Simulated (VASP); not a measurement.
# GaSb (I-4m2) in VASP: settings compared

Aim: see how the results for GaSb move with the level of theory and the settings. Levels: LDA, PBEsol. Tasks: single point.

All numbers are computed with VASP 6.6.1; they aren't measurements. Logs are shortened: lines on timing, memory, paths and dates and some standing lists are left out, and cuts for length are marked.

## Step 1: The cell of the first run

It takes space group I-4m2 (No. 119, tetragonal). Conventional cell: a = 5.543 Å, b = 5.543 Å, c = 3.202 Å, α = 90.00°, β = 90.00°, γ = 90.00°. Within 3.8 Å of Sb (site symmetry -4m2) lie 8 Ga at 2.88 to 3.67 Å and 2 Sb at 3.20 Å. Within 3.8 Å of Ga (site symmetry -4m2) lie 8 Sb at 2.88 to 3.67 Å and 2 Ga at 3.20 Å.

## Step 2: Single point, LDA (volume scaled by 1.02)

File INCAR:

```
ALGO = Normal
EDIFF = 1E-6
ENCUT = 520
ISIF = 2
ISMEAR = -1
LASPH = T
LCHARG = T
LELF = T
LREAL = F
LVHAR = T
LWAVE = F
NBANDS = 16
NELM = 60
PREC = Accurate
SIGMA = 0.05
```

File KPOINTS:

```
k-points
0
Gamma
  10 10 10
```

File POSCAR:

```
GaSb
1.0
   -2.7716691937      2.7716691937      1.6012417905
    2.7716691937     -2.7716691937      1.6012417905
    2.7716691937      2.7716691937     -1.6012417905
Sb Ga
1 1
Direct
    0.0000000000      0.0000000000      0.0000000000
    0.7500000000      0.2500000000      0.5000000000
```

Potentials or basis: VASP PAW LDA potentials, release 64 (Sb, Ga_d).

The run is started by

```bash
$ cat potpaw_LDA.64/Sb/POTCAR potpaw_LDA.64/Ga_d/POTCAR > POTCAR
$ mpirun -np 1 vasp_std > vasp.out
```

OUTCAR:

```text
EDIFF = 1E-6
   ENCUT = 520
   ISIF = 2
   ISMEAR = -1
   LASPH = T
   LREAL = F
   NELM = 60
   PREC = Accurate

 ion  position               nearest neighbor table
   1  0.000  0.000  0.000-   2 2.88   2 2.88   2 2.88   2 2.88
   2  0.750  0.250  0.500-   1 2.88   1 2.88   1 2.88   1 2.88

  LATTYP: Found a body centered tetragonal cell.
 ALAT       =     5.5433383874
 C/A-ratio  =     0.5777174975

  Lattice vectors:

 A1 = (  -2.7716691937,   2.7716691937,   1.6012417905)
 A2 = (   2.7716691937,  -2.7716691937,   1.6012417905)
 A3 = (   2.7716691937,   2.7716691937,  -1.6012417905)

Analysis of symmetry for initial positions (statically):
=====================================================================
 Subroutine PRICEL returns:
 Original cell was already a primitive cell.

 Routine SETGRP: Setting up the symmetry group for a
 body centered tetragonal supercell.

 Subroutine GETGRP returns: Found  8 space group operations
 (whereof  8 operations were pure point group operations)
 out of a pool of 16 trial point group operations.

The static configuration has the point symmetry D_2d.

Analysis of symmetry for dynamics (positions and initial velocities):
=====================================================================
 Subroutine PRICEL returns:
 Original cell was already a primitive cell.

 Routine SETGRP: Setting up the symmetry group for a
 body centered tetragonal supercell.

 Subroutine GETGRP returns: Found  8 space group operations
 (whereof  8 operations were pure point group operations)
 out of a pool of 16 trial point group operations.

The dynamic configuration has the point symmetry D_2d.

 Subroutine INISYM returns: Found  8 space group operations
 (whereof  8 operations are pure point group operations),
 and found     1 'primitive' translations

----------------------------------------------------------------------------------------

                                     Primitive cell

  volume of cell :      49.2039

  direct lattice vectors                    reciprocal lattice vectors
    -2.771669194  2.771669194  1.601241791     0.000000000  0.180396709  0.312257651
     2.771669194 -2.771669194  1.601241791     0.180396709  0.000000000  0.312257651
     2.771669194  2.771669194 -1.601241791     0.180396709  0.180396709  0.000000000

  length of vectors
     4.234179438  4.234179438  4.234179438     0.360621426  0.360621426  0.255119472

  position of ions in fractional coordinates (direct lattice)
     0.000000000  0.000000000  0.000000000
     0.750000000  0.250000000  0.500000000

  ion indices of the primitive-cell ions
   primitive index   ion index
                 1           1
                 2           2

----------------------------------------------------------------------------------------

 KPOINTS: k-points

Automatic generation of k-mesh.
 Grid dimensions read from file:
 generate k-points for:   10   10   10

 Generating k-lattice:

  Cartesian coordinates                     Fractional coordinates (reciprocal lattice)
     0.000000000  0.018039671  0.031225765     0.100000000  0.000000000  0.000000000
     0.018039671  0.000000000  0.031225765     0.000000000  0.100000000  0.000000000
     0.018039671  0.018039671  0.000000000     0.000000000  0.000000000  0.100000000

  Length of vectors
     0.036062143  0.036062143  0.025511947

  Shift w.r.t. Gamma in fractional coordinates (k-lattice)
     0.000000000  0.000000000  0.000000000

 Subroutine IBZKPT returns following result:
 ===========================================

 Found    102 irreducible k-points:

 Following reciprocal coordinates:
            Coordinates               Weight
  0.000000  0.000000  0.000000      1.000000
  0.100000  0.000000  0.000000      8.000000
  0.200000  0.000000  0.000000      8.000000
  0.300000  0.000000  0.000000      8.000000
  0.400000 -0.000000  0.000000      8.000000
  0.500000  0.000000 -0.000000      4.000000
[... 16 lines left out ...]
  0.300000  0.300000  0.000000      8.000000
  0.400000  0.300000  0.000000     16.000000
 [... further k-points ...]
   k-points           NKPTS =    102   k-points in BZ     NKDIM =    102   number of bands    NBANDS=     16
   number of dos      NEDOS =    301   number of ions     NIONS =      2
   total plane-waves  NPLWV =  32768
   dimension x,y,z NGX =    32 NGY =   32 NGZ =   32
   dimension x,y,z NGXF=    64 NGYF=   64 NGZF=   64
   ions per type =               1   1
   NGX,Y,Z   is equivalent  to a cutoff of  12.56, 12.56, 12.56 a.u.
   NGXF,Y,Z  is equivalent  to a cutoff of  25.13, 25.13, 25.13 a.u.
 SYSTEM =  unknown system
   PREC   = accura    normal or accurate (medium, high low for compatibility)
   ISTART =      0    job   : 0-new  1-cont  2-samecut
   ICHARG =      2    charge: 1-file 2-atom 10-const
   ISPIN  =      1    spin polarized calculation?
   LNONCOLLINEAR =      F non collinear calculations
   LSORBIT =      F    spin-orbit coupling
   LASPH  =      T    aspherical Exc in radial PAW
   ENCUT  =  520.0 eV  38.22 Ry    6.18 a.u.   7.87  7.87  7.87*2*pi/ulx,y,z
   NELM   =     60;   NELMIN=  2; NELMDL= -5     # of ELM steps
   EDIFF  = 0.1E-05   stopping-criterion for ELM
   LREAL  =      F    real-space projection
   EDIFFG = 0.1E-04   stopping-criterion for IOM
   NSW    =      0    number of steps for IOM
   IBRION =     -1    ionic relax: 0-MD 1-quasi-New 2-CG
   NFREE  =      0    steps in history (QN), initial steepest desc. (CG)
   ISIF   =      2    stress and relaxation
   ISYM   =      2    0-nonsym 1-usesym 2-fastsym
   POTIM  = 0.5000    time-step for ionic-motion
   TEBEG  =    0.0;   TEEND  =   0.0 temperature during run
   PSTRESS=    0.0 pullay stress
   NELECT =      18.0000    total number of electrons
   NUPDOWN=      -1.0000    fix difference up-down
   EMIN   =  10.00;   EMAX   =-10.00  energy-range for DOS
   EFERMI =   0.00;   METHOD = LEGACY
   ISMEAR =    -1;   SIGMA  =   0.05  broadening in eV -4-tet -1-fermi 0-gaus
   EFERMI_NEDOS =   21; number of points for ismear=-14 and -15
   IALGO  =     38    algorithm
   IMIX   =      4    mixing-type and parameters
     AMIX     =   0.40;   BMIX     =  1.00
     AMIX_MAG =   1.60;   BMIX_MAG =  1.00
  volume/ion in A,a.u.               =      24.60       166.02
  Fermi-wavevector in a.u.,A,eV,Ry     =   1.170844  2.212575 18.651901  1.370876
  Thomas-Fermi vector in A             =   2.307297
   LORBIT       =      0    0 simple, 1 ext, 2 COOP (PROOUT), +10 PAW based schemes
   GGA     = CA    functional components
   LHFCALC =     F    Hartree Fock is set to
   AEXX    =    0.0000 exact exchange contribution
   IVDW    =     0    specifies the selected vdW correction
   LEPSILON=     F    determine dielectric tensor
   LRPA    =     F    only Hartree local field effects (RPA)
 non-spin polarized calculation
  energy-cutoff  :      520.00
  volume of cell :       49.20
 maximum number of plane-waves:      1344
   NGX = 15   NGY = 15   NGZ = 15

 number of electron      17.9999985 magnetization

 Free energy of the ion-electron system (eV)
  ---------------------------------------------------
  ext. energy  EPLUGINS =         0.00000000
  ---------------------------------------------------
  free energy    TOTEN  =        -8.30811654 eV

  energy without entropy =       -8.30361618  energy(sigma->0) =       -8.30586636

 E-fermi :   6.1170     XC(G=0): -10.3673

 val. band max:        6.0102233628   @ k =  -0.2000  -0.2000   0.1000
 cond. band min:       6.1208011305   @ k =   0.4000   0.4000   0.1000
 fundamental gap:      0.1105777677
 Fermi energy:         6.1170272340

 k-point     1 :       0.0000    0.0000    0.0000
  band No.  band energies     occupation
      1      -8.8347      2.00000
      2      -8.7585      2.00000
      3      -8.7505      2.00000
      4      -8.7301      2.00000
      5      -8.7301      2.00000
      6      -5.6589      2.00000
[... 8 lines left out ...]
     15      15.7301      0.00000
     16      16.6376      0.00000

 k-point     2 :       0.1000    0.0000    0.0000
  band No.  band energies     occupation
      1      -8.8229      2.00000
      2      -8.7596      2.00000
      3      -8.7487      2.00000
      4      -8.7349      2.00000
      5      -8.7348      2.00000
      6      -5.4730      2.00000
[... 8 lines left out ...]
     15      15.4534      0.00000
     16      15.8758      0.00000

 k-point     3 :       0.2000    0.0000    0.0000
  band No.  band energies     occupation
      1      -8.7924      2.00000
      2      -8.7630      2.00000
      3      -8.7502      2.00000
      4      -8.7470      2.00000
      5      -8.7411      2.00000
      6      -4.9207      2.00000
[... 8 lines left out ...]
     15      14.1806      0.00000
     16      15.6027      0.00000

 k-point     4 :       0.3000    0.0000    0.0000
  band No.  band energies     occupation
      1      -8.7749      2.00000
      2      -8.7655      2.00000
      3      -8.7612      2.00000
      4      -8.7480      2.00000
      5      -8.7354      2.00000
      6      -4.0288      2.00000
[... 8 lines left out ...]
     15      13.4186      0.00000
     16      16.2811      0.00000

 k-point     5 :       0.4000   -0.0000    0.0000
  band No.  band energies     occupation
      1      -8.7859      2.00000
      2      -8.7786      2.00000
      3      -8.7646      2.00000
      4      -8.7301      2.00000
      5      -8.7189      2.00000
      6      -2.9093      2.00000
[... 8 lines left out ...]
     15      14.7861      0.00000
     16      17.3085      0.00000

 k-point     6 :       0.5000    0.0000   -0.0000
  band No.  band energies     occupation
      1      -8.7909      2.00000
      2      -8.7836      2.00000
      3      -8.7659      2.00000
      4      -8.7281      2.00000
      5      -8.7070      2.00000
      6      -2.1763      2.00000
[... 8 lines left out ...]
     15      16.3525      0.00000
     16      16.8865      0.00000

 k-point     7 :       0.1000    0.1000    0.0000
  band No.  band energies     occupation
      1      -8.7929      2.00000
      2      -8.7612      2.00000
      3      -8.7495      2.00000
      4      -8.7477      2.00000
      5      -8.7428      2.00000
      6      -5.0052      2.00000
[... 8 lines left out ...]
     15      14.5827      0.00000
     16      14.9446      0.00000

 k-point     8 :       0.2000    0.1000    0.0000
  band No.  band energies     occupation
      1      -8.7708      2.00000
      2      -8.7660      2.00000
      3      -8.7610      2.00000
      4      -8.7502      2.00000
      5      -8.7374      2.00000
      6      -4.1905      2.00000
[... 8 lines left out ...]
     15      13.8451      0.00000
     16      15.2589      0.00000

 k-point     9 :       0.3000    0.1000    0.0000
  band No.  band energies     occupation
      1      -8.7834      2.00000
      2      -8.7781      2.00000
      3      -8.7647      2.00000
      4      -8.7319      2.00000
      5      -8.7201      2.00000
      6      -3.1117      2.00000
[... 8 lines left out ...]
     15      14.0674      0.00000
     16      16.2380      0.00000
[... 172 lines left out ...]
 k-point    19 :       0.5000    0.2000   -0.0000
  band No.  band energies     occupation
      1      -8.7796      2.00000
      2      -8.7661      2.00000
      3      -8.7615      2.00000
      4      -8.7461      2.00000
      5      -8.7312      2.00000
      6      -3.3193      2.00000
[... 8 lines left out ...]
     15      15.3479      0.00000
     16      16.3676      0.00000

 k-point    20 :      -0.4000    0.2000   -0.0000
  band No.  band energies     occupation
      1      -8.7889      2.00000
      2      -8.7718      2.00000
      3      -8.7506      2.00000
      4      -8.7452      2.00000
      5      -8.7354      2.00000
      6      -4.2899      2.00000
[... 8 lines left out ...]
     15      15.1697      0.00000
     16      15.9737      0.00000

 k-point    21 :      -0.3000    0.2000   -0.0000
  band No.  band energies     occupation
      1      -8.8191      2.00000
      2      -8.7681      2.00000
      3      -8.7442      2.00000
      4      -8.7356      2.00000
      5      -8.7309      2.00000
      6      -4.9795      2.00000
[... 8 lines left out ...]
     15      15.8264      0.00000
     16      16.4788      0.00000

 k-point    22 :      -0.2000    0.2000    0.0000
  band No.  band energies     occupation
      1      -8.8318      2.00000
      2      -8.7647      2.00000
      3      -8.7466      2.00000
      4      -8.7307      2.00000
      5      -8.7272      2.00000
      6      -5.3237      2.00000
[... 8 lines left out ...]
     15      15.0792      0.00000
     16      16.1822      0.00000

 k-point    23 :       0.3000    0.3000    0.0000
  band No.  band energies     occupation
      1      -8.7857      2.00000
      2      -8.7772      2.00000
      3      -8.7686      2.00000
      4      -8.7288      2.00000
      5      -8.7178      2.00000
      6      -2.1835      2.00000
[... 8 lines left out ...]
     15      14.8633      0.00000
     16      16.6447      0.00000

 k-point    24 :       0.4000    0.3000    0.0000
  band No.  band energies     occupation
      1      -8.7799      2.00000
      2      -8.7668      2.00000
      3      -8.7605      2.00000
      4      -8.7464      2.00000
      5      -8.7307      2.00000
      6      -2.9728      2.00000
[... 8 lines left out ...]
     15      15.6441      0.00000
     16      16.6536      0.00000

 [... further k-points ...]
[... 5 lines left out ...]
  --------------------------------------------------------------------------------------
  -------------------------------------------------------------------------------------
  Total       -1.5416064     -1.5416064     -1.6130107      0.0000000     -0.0000000      0.0000000
  in kB      -50.1977650    -50.1977650    -52.5228306      0.0000000     -0.0000000      0.0000000
  external PRESSURE =     -50.9727868 kB  Pullay stress =       0.0000000 kB

 VOLUME and BASIS-vectors are now :
 -----------------------------------------------------------------------------
  energy-cutoff  :      520.00
  volume of cell :       49.20
      direct lattice vectors                 reciprocal lattice vectors
    -2.771669194  2.771669194  1.601241791     0.000000000  0.180396709  0.312257651
     2.771669194 -2.771669194  1.601241791     0.180396709  0.000000000  0.312257651
     2.771669194  2.771669194 -1.601241791     0.180396709  0.180396709  0.000000000

 POSITION                                       TOTAL-FORCE (eV/Angst)
 -----------------------------------------------------------------------------------
      0.00000      0.00000      0.00000         0.000000     -0.000000      0.000000
     -0.00000      2.77167      0.80062        -0.000000      0.000000     -0.000000
 -----------------------------------------------------------------------------------
    total drift:                               -0.000000      0.000000      0.000000

  FREE ENERGIE OF THE ION-ELECTRON SYSTEM (eV)
  ---------------------------------------------------
  free  energy   TOTEN  =        -8.3081165427 eV

  energy  without entropy=       -8.3036161833  energy(sigma->0) =       -8.30586636
```

Run time: 21 s. Hardware: 1 thread of Intel Xeon 6975P-C (Granite Rapids), shared host; peak memory 0.21 GiB.

What came out:

```
Free energy            : -8.3081 eV
Pressure               : -5.1 GPa
Band gap on the k mesh : zero (band 9 reaches 7.94 eV, above the bottom of band 10 at 3.54 eV)
```

Caveat: spin-orbit coupling is left out, which moves the levels of the heavy elements.

## Step 3: Single point, PBEsol (volume scaled by 1.02)

File INCAR:

```
  PREC = Accurate
  ENCUT = 520
  EDIFF = 1E-7
  ISMEAR = -1
  SIGMA = 0.05
  LREAL = False
  LASPH = True
  NELM = 80
  ALGO = Normal
  ISIF = 2
  LWAVE = False
  LCHARG = True
  GGA = PS
  LELF = True
  LVHAR = True
  NBANDS = 16
```

File KPOINTS:

```
regular mesh
0
Gamma
  10 10 10
```

POSCAR is that of step 2.

Potentials or basis: VASP PAW PBE potentials, release 64 (Sb, Ga_d).

The run is started by

```bash
$ cat potpaw_PBE.64/Sb/POTCAR potpaw_PBE.64/Ga_d/POTCAR > POTCAR
$ mpirun -np 1 vasp_std > vasp.out
```

It took 26 s on 1 thread of Intel Xeon 6975P-C (Granite Rapids), shared host; peak memory 0.23 GiB.

It converged, with:

```
Free energy            : -7.8517 eV
Pressure               : -3.7 GPa
Band gap on the k mesh : zero (band 9 reaches 7.98 eV, above the bottom of band 10 at 3.54 eV)
```

Stress tensor (GPa, compression positive):
```
-3.53  0.00  0.00
 0.00 -3.53  0.00
 0.00  0.00 -4.11
```

Levels at points of the mesh, in eV from the Fermi level:
```tsv
k point	band 6	band 7	band 8	band 9	band 10	band 11	band 12	band 13
(0.00, 0.00, 0.00)	-11.79	-2.98	-1.79	-1.79	3.46	4.88	7.01	7.01
(0.50, 0.00, 0.00)	-8.27	-5.50	-2.42	-1.42	-1.09	2.44	3.24	5.05
(0.50, 0.50, 0.00)	-10.36	-7.88	0.03	1.82	2.10	2.33	4.46	6.48
(0.50, 0.50, 0.50)	-9.26	-5.83	-4.83	-4.83	3.37	4.91	10.16	10.16
```

Caveat: the PAW data sets were made with another functional, which shifts forces and pressure a little; spin-orbit coupling is left out, which moves the levels of the heavy elements.
